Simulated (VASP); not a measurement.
# NiO2 (P-3m1) in VASP: a series of runs

The runs below take NiO2 through single point, with PBEsol.

All numbers are computed with VASP 6.6.1; they aren't measurements. Logs are shortened: lines on timing, memory, paths and dates and some standing lists are left out, and cuts for length are marked.

### Step 1. The cell of the first run

It takes space group P-3m1 (No. 164, trigonal). The conventional cell has a = 2.780 Å, b = 2.780 Å, c = 4.587 Å, α = 90.00°, β = 90.00°, γ = 120.00°. Within 2.5 Å of Ni (site symmetry -3m) lie 6 O at 1.86 Å. O (site symmetry 3m) has 3 Ni at 1.86 Å and 3 O at 2.48 Å within 2.5 Å.

### Step 2. Single point, PBEsol, collinear spin, ferromagnetic start

INCAR reads:

```
SYSTEM = NiO2
  PREC = Accurate
  ENCUT = 520
  EDIFF = 1E-6
  ISMEAR = -1
  SIGMA = 0.05
  LREAL = .FALSE.
  LASPH = .TRUE.
  NELM = 150
  ALGO = Normal
  ISIF = 2
  LWAVE = .FALSE.
  LCHARG = .FALSE.
  ISPIN = 2
  MAGMOM = 1 0 0
  LORBIT = 11
  LMAXMIX = 4
  GGA = PS
  NBANDS = 22
```

KPOINTS reads:

```
Automatic mesh
0
G
  11 11 6
  0 0 0
```

POSCAR reads:

```
NiO2
1.0
    2.7799975281      0.0000000000      0.0000000000
   -1.3899987641      2.4075484819      0.0000000000
    0.0000000000      0.0000000000      4.5872769453
Ni O
1 2
Direct
    0.0000000000      0.0000000000      0.5000000000
    0.3333333333      0.6666666667      0.2939610000
    0.6666666667      0.3333333333      0.7060390000
```

Potentials or basis: VASP PAW PBE potentials, release 64 (Ni, O).

Run with:

```bash
$ cat potpaw_PBE.64/Ni/POTCAR potpaw_PBE.64/O/POTCAR > POTCAR
$ mpirun -np 1 vasp_std > vasp.out
```

OUTCAR:

```text
SYSTEM = NiO2
   PREC = Accurate
   ENCUT = 520
   EDIFF = 1E-6
   ISMEAR = -1
   LREAL = .FALSE.
   LASPH = .TRUE.
   NELM = 150
   ISIF = 2
   ISPIN = 2
   LORBIT = 11
   GGA = PS

 ion  position               nearest neighbor table
   1  0.000  0.000  0.500-   2 1.86   3 1.86   3 1.86   2 1.86   3 1.86   2 1.86
   2  0.333  0.667  0.294-   1 1.86   1 1.86   1 1.86
   3  0.667  0.333  0.706-   1 1.86   1 1.86   1 1.86

  LATTYP: Found a hexagonal cell.
 ALAT       =     2.7799975281
 C/A-ratio  =     1.6501010878

  Lattice vectors:

 A1 = (   2.7799975281,   0.0000000000,   0.0000000000)
 A2 = (  -1.3899987641,   2.4075484819,   0.0000000000)
 A3 = (   0.0000000000,   0.0000000000,   4.5872769453)

Analysis of symmetry for initial positions (statically):
=====================================================================
 Subroutine PRICEL returns:
 Original cell was already a primitive cell.

 Routine SETGRP: Setting up the symmetry group for a
 hexagonal supercell.

 Subroutine GETGRP returns: Found 12 space group operations
 (whereof 12 operations were pure point group operations)
 out of a pool of 24 trial point group operations.

The static configuration has the point symmetry D_3d.

Analysis of symmetry for dynamics (positions and initial velocities):
=====================================================================
 Subroutine PRICEL returns:
 Original cell was already a primitive cell.

 Routine SETGRP: Setting up the symmetry group for a
 hexagonal supercell.

 Subroutine GETGRP returns: Found 12 space group operations
 (whereof 12 operations were pure point group operations)
 out of a pool of 24 trial point group operations.

The dynamic configuration has the point symmetry D_3d.

Analysis of structural, dynamic, and magnetic symmetry:
=====================================================================
 Subroutine PRICEL returns:
 Original cell was already a primitive cell.

 Routine SETGRP: Setting up the symmetry group for a
 hexagonal supercell.

 Subroutine GETGRP returns: Found 12 space group operations
 (whereof 12 operations were pure point group operations)
 out of a pool of 24 trial point group operations.

The overall configuration has the point symmetry D_3d.

 Subroutine INISYM returns: Found 12 space group operations
 (whereof 12 operations are pure point group operations),
 and found     1 'primitive' translations

----------------------------------------------------------------------------------------

                                     Primitive cell

  volume of cell :      30.7025

  direct lattice vectors                    reciprocal lattice vectors
     2.779997528  0.000000000  0.000000000     0.359712550  0.207680138  0.000000000
    -1.389998764  2.407548482  0.000000000     0.000000000  0.415360275  0.000000000
     0.000000000  0.000000000  4.587276945     0.000000000  0.000000000  0.217994251

  length of vectors
     2.779997528  2.779997528  4.587276945     0.415360275  0.415360275  0.217994251

  position of ions in fractional coordinates (direct lattice)
     0.000000000  0.000000000  0.500000000
     0.333333333  0.666666667  0.293961000
     0.666666667  0.333333333  0.706039000

  ion indices of the primitive-cell ions
   primitive index   ion index
                 1           1
                 2           2
                 3           3

----------------------------------------------------------------------------------------

 KPOINTS: Automatic mesh

Automatic generation of k-mesh.
 Grid dimensions read from file:
 generate k-points for:   11   11    6

 Generating k-lattice:

  Cartesian coordinates                     Fractional coordinates (reciprocal lattice)
     0.032701141  0.018880013  0.000000000     0.090909091  0.000000000  0.000000000
     0.000000000  0.037760025  0.000000000     0.000000000  0.090909091  0.000000000
     0.000000000  0.000000000  0.036332375     0.000000000  0.000000000  0.166666667

  Length of vectors
     0.037760025  0.037760025  0.036332375

  Shift w.r.t. Gamma in fractional coordinates (k-lattice)
     0.000000000  0.000000000  0.000000000

 Subroutine IBZKPT returns following result:
 ===========================================

 Found     84 irreducible k-points:

 Following reciprocal coordinates:
            Coordinates               Weight
  0.000000  0.000000  0.000000      1.000000
  0.090909  0.000000  0.000000      6.000000
  0.181818  0.000000  0.000000      6.000000
  0.272727  0.000000  0.000000      6.000000
  0.363636  0.000000  0.000000      6.000000
  0.454545  0.000000  0.000000      6.000000
[... 16 lines left out ...]
  0.000000  0.272727  0.166667      6.000000
  0.363636  0.000000  0.166667      6.000000
 [... further k-points ...]
   k-points           NKPTS =     84   k-points in BZ     NKDIM =     84   number of bands    NBANDS=     22
   number of dos      NEDOS =    301   number of ions     NIONS =      3
[... 32 lines left out ...]
   EFERMI_NEDOS =   21; number of points for ismear=-14 and -15
   IALGO  =     38    algorithm
   IMIX   =      4    mixing-type and parameters
     AMIX     =   0.40;   BMIX     =  1.00
     AMIX_MAG =   1.60;   BMIX_MAG =  1.00
  volume/ion in A,a.u.               =      10.23        69.06
  Fermi-wavevector in a.u.,A,eV,Ry     =   1.464955  2.768363 29.199366  2.146093
  Thomas-Fermi vector in A             =   2.580869
   LORBIT       =     11    0 simple, 1 ext, 2 COOP (PROOUT), +10 PAW based schemes
   GGA     = PS    functional components
   LHFCALC =     F    Hartree Fock is set to
   AEXX    =    0.0000 exact exchange contribution
   IVDW    =     0    specifies the selected vdW correction
   LEPSILON=     F    determine dielectric tensor
   LRPA    =     F    only Hartree local field effects (RPA)
 spin polarized calculation
  energy-cutoff  :      520.00
  volume of cell :       30.70
 maximum number of plane-waves:       843
 NGX is ok and might be reduce to    24
   NGX = 11   NGY = 11   NGZ = 17

 number of electron      22.0000010 magnetization      -0.0000398

 number of electron      22.0000010 magnetization       0.0000066

 Free energy of the ion-electron system (eV)
  ---------------------------------------------------
  ext. energy  EPLUGINS =         0.00000000
  ---------------------------------------------------
  free energy    TOTEN  =       -18.75564664 eV

  energy without entropy =      -18.75564019  energy(sigma->0) =      -18.75564342

 E-fermi :   3.3235     XC(G=0): -11.1437

 val. band max:        2.8497837350   @ k =   0.0909   0.0909   0.5000
 cond. band min:       3.7337094123   @ k =   0.2727   0.0000   0.3333
 fundamental gap:      0.8839256774
 Fermi energy:         3.3235238894

 spin component 1

 k-point     1 :       0.0000    0.0000    0.0000
  band No.  band energies     occupation
      1     -16.8638      1.00000
      2     -14.3096      1.00000
      3      -3.0906      1.00000
      4      -2.7718      1.00000
      5      -2.7718      1.00000
      6       0.6558      1.00000
[... 14 lines left out ...]
     21      27.5047      0.00000
     22      27.5047      0.00000
[... 552 lines left out ...]
  band No.  band energies     occupation
      1     -15.4393      1.00000
      2     -14.5027      1.00000
      3      -3.4115      1.00000
      4      -2.2518      1.00000
      5      -2.1401      1.00000
      6      -1.2023      1.00000
[... 14 lines left out ...]
     21      27.2419      0.00000
     22      28.3923      0.00000

 [... further k-points ...]

 spin component 2

 k-point     1 :       0.0000    0.0000    0.0000
  band No.  band energies     occupation
      1     -16.8638      1.00000
      2     -14.3096      1.00000
      3      -3.0906      1.00000
      4      -2.7717      1.00000
      5      -2.7717      1.00000
      6       0.6558      1.00000
[... 14 lines left out ...]
     21      27.5047      0.00000
     22      27.5047      0.00000
[... 552 lines left out ...]
  band No.  band energies     occupation
      1     -15.4392      1.00000
      2     -14.5026      1.00000
      3      -3.4115      1.00000
      4      -2.2518      1.00000
      5      -2.1401      1.00000
      6      -1.2023      1.00000
[... 14 lines left out ...]
     21      27.2419      0.00000
     22      28.3922      0.00000

 [... further k-points ...]

------------------------ aborting loop because EDIFF is reached ----------------------------------------

  FORCE on cell =-STRESS in cart. coord.  units (eV):
  Direction    XX          YY          ZZ          XY          YZ          ZX
  --------------------------------------------------------------------------------------
  -------------------------------------------------------------------------------------
  Total        0.1317586      0.1317586     -0.1581948     -0.0000000      0.0000000     -0.0000000
  in kB        6.8756742      6.8756742     -8.2552155     -0.0000000      0.0000000     -0.0000000
  external PRESSURE =       1.8320443 kB  Pullay stress =       0.0000000 kB

 VOLUME and BASIS-vectors are now :
 -----------------------------------------------------------------------------
  energy-cutoff  :      520.00
  volume of cell :       30.70
      direct lattice vectors                 reciprocal lattice vectors
     2.779997528  0.000000000  0.000000000     0.359712550  0.207680138  0.000000000
    -1.389998764  2.407548482  0.000000000     0.000000000  0.415360275  0.000000000
     0.000000000  0.000000000  4.587276945     0.000000000  0.000000000  0.217994251

 POSITION                                       TOTAL-FORCE (eV/Angst)
 -----------------------------------------------------------------------------------
      0.00000      0.00000      2.29364        -0.000000      0.000000      0.000000
     -0.00000      1.60503      1.34848        -0.000000      0.000000      0.136717
      1.39000      0.80252      3.23880         0.000000     -0.000000     -0.136717
 -----------------------------------------------------------------------------------
    total drift:                               -0.000000      0.000000      0.000000

  FREE ENERGIE OF THE ION-ELECTRON SYSTEM (eV)
  ---------------------------------------------------
  free  energy   TOTEN  =       -18.7556466409 eV

  energy  without entropy=      -18.7556401941  energy(sigma->0) =      -18.75564342

 total charge

# of ion       s       p       d       tot
------------------------------------------
    1        0.523   0.842   8.237   9.602
    2        1.589   3.315   0.000   4.904
    3        1.589   3.315   0.000   4.904
--------------------------------------------------
tot          3.701   7.473   8.237  19.411

 magnetization (x)

# of ion       s       p       d       tot
------------------------------------------
    1        0.000   0.000   0.000   0.000
    2        0.000  -0.000   0.000  -0.000
    3        0.000  -0.000   0.000  -0.000
--------------------------------------------------
tot          0.000  -0.000   0.000   0.000
```

Run time: 73 s. Hardware: 1 thread of Intel Xeon Platinum 8488C (Sapphire Rapids), shared host; peak memory 0.23 GiB.

What came out:

- Free energy: -18.7556 eV
- Pressure: 0.2 GPa
- Largest force: 0.137 eV/Å
- Band gap on the k mesh: 0.88 eV (least direct gap 1.16 eV)
- Net moment: 0.00 μB per cell
- Valence electrons inside the program's atomic spheres: Ni 9.60; O 4.90

Forces on the atoms (eV/Å):
```
Ni   0.000  0.000  0.000
O    0.000  0.000  0.137
O    0.000  0.000 -0.137
```

Caveat: the PAW data sets were made with another functional, which shifts forces and pressure a little; an odd mesh through Γ misses points on the zone boundary, where band edges can lie.

(Part 1 of 2 ends here.)
